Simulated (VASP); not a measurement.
Wanted: the native input for a VASP 6.6.1 run.

```
Task                   : single point
Functional             : PBE
Potentials or basis    : VASP PAW PBE potentials, release 64 (Zn)
Cutoff                 : 520 eV
k mesh                 : 24 × 24 × 10
Occupations            : gaussian, width 0.15 eV
Spin                   : no spin polarisation
Dipole correction      : no
Further INCAR settings : ALGO = Fast; EDIFF = 1e-06; NBANDS = 19
```

The structure of Zn lies in POSCAR:

```
Zn
1.0
    2.6647980532      0.0000000000      0.0000000000
   -1.3323990266      2.3077828100      0.0000000000
    0.0000000000      0.0000000000      4.9467000000
Zn
2
Direct
    0.3391386715      0.7533299346      0.2500000000
    0.6666666667      0.3333333333      0.7500000000
```

This cell differs from its parent crystal: atom 1 (Zn) moved by (-0.100, +0.200) A along x and y.

One way to write it, as run:

INCAR

```
SYSTEM = Zn
ALGO     = Fast           ! electronic algorithm
EDIFF    = 1E-6           ! SCF threshold, eV
ENCUT    = 520            ! plane-wave cutoff, eV
GGA      = PE             ! functional
ISIF     = 2              ! what is computed and relaxed
ISMEAR   = 0              ! smearing method
LASPH    = .TRUE.         ! aspherical terms in the spheres
LCHARG   = .FALSE.        ! write CHGCAR
LREAL    = .FALSE.        ! projectors in reciprocal space
LWAVE    = .FALSE.        ! write WAVECAR
NBANDS   = 19             ! bands
NELM     = 60             ! most SCF steps
PREC     = Accurate       ! precision mode
SIGMA    = 0.15           ! smearing width, eV
```

KPOINTS

```
k-points
0
G
  24 24 10
  0 0 0
```

Potentials or basis: VASP PAW PBE potentials, release 64 (Zn).

Run with:

```sh
$ cat potpaw_PBE.64/Zn/POTCAR > POTCAR
$ mpirun -np 1 vasp_std > vasp.out
```

It gave:

The pressure is 0.4 GPa, the largest force is 0.122 eV/Å and the band gap on the k mesh is zero (bands 12 and 13 overlap by 4.54 eV).

Caveat: the cell differs from its parent crystal (atom 1 (Zn) moved by (-0.100, +0.200) A along x and y).

Run time: 5.4 min on 1 thread of Intel(R) Xeon(R) 6975P-C (Granite Rapids), with other jobs on the host, peak memory 0.83 GiB.
